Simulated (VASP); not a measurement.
Wanted: the native input for a VASP 6.6.1 run.

| Property | Result |
| --- | --- |
| Task | relaxation of cell and atoms |
| Functional | PBEsol |
| Potentials or basis | VASP PAW PBE potentials, release 64 (Li_sv, F) |
| Cutoff | 600 eV |
| k mesh | 9 × 9 × 3 |
| Occupations | gaussian, width 0.02 eV |
| Spin | no spin polarisation |
| Dipole correction | no |
| Further INCAR settings | ALGO = Normal; EDIFF = 1e-06; IBRION = 2; EDIFFG = -0.01; NSW = 65; ISIF = 3 |

The structure of LiF lies in POSCAR:

```
LiF
1.0
    3.0929711670      0.0000000000      0.0000000000
   -1.5464855835      2.6785916038      0.0000000000
    0.0000000000      0.0000000000     12.0517073326
Li F
5 5
Direct
    0.0000000000      0.0000000000      0.0000000000
    0.3333333333      0.6666666667      0.2000000000
    0.6666666667      0.3333333333      0.4000000000
    0.0000000000      0.0000000000      0.6000000000
    0.3333333333      0.6666666667      0.8000000000
    0.0000000000      0.0000000000      0.1500000000
    0.3333333333      0.6666666667      0.3500000000
    0.6666666667      0.3333333333      0.5500000000
    0.0000000000      0.0000000000      0.7500000000
    0.3333333333      0.6666666667      0.9500000000
```

The input as run:

INCAR

```
SYSTEM = LiF
  ALGO = Normal
  EDIFF = 1E-6
  EDIFFG = -0.01
  ENCUT = 600
  GGA = PS
  IBRION = 2
  ISIF = 3
  ISMEAR = 0
  LASPH = .True.
  LCHARG = .False.
  LREAL = .False.
  LWAVE = .False.
  NELM = 100
  NSW = 65
  PREC = Accurate
  SIGMA = 0.02
```

KPOINTS

```
k-points
0
Gamma
  9 9 3
  0 0 0
```

Potentials or basis: VASP PAW PBE potentials, release 64 (Li_sv, F).

Command:

```bash
$ cat potpaw_PBE.64/Li_sv/POTCAR potpaw_PBE.64/F/POTCAR > POTCAR
$ mpirun -np 1 vasp_std > vasp.out
```

Results of the run:

| Item | Value |
| --- | --- |
| Relaxed volume | 9.97 Å³/atom |
| Relaxed cell | a = 3.058 Å, b = 3.058 Å, c = 12.319 Å, α = 90.00°, β = 90.00°, γ = 120.00° |
| Space group after relaxing (to 0.05 Å) | P3m1 (No. 156) |
| Energy gained by relaxing | 4.2 meV/atom |
| Ionic steps | 9 |
| Pressure after relaxing | 0.0 GPa |
| Largest force after relaxing | 0.003 eV/Å |
| Band gap on the k mesh | 7.66 eV, direct |

Caveat: the cutoff is under 1.25 times the usual one of these potentials, so pressure, stress and relaxed cells hold a basis-set (Pulay) error; the PAW data sets were made with another functional, which shifts forces and pressure a little.

Wall time 5.1 min on 1 thread of Intel(R) Xeon(R) 6975P-C (Granite Rapids), on a shared host, peak memory 0.3 GiB.
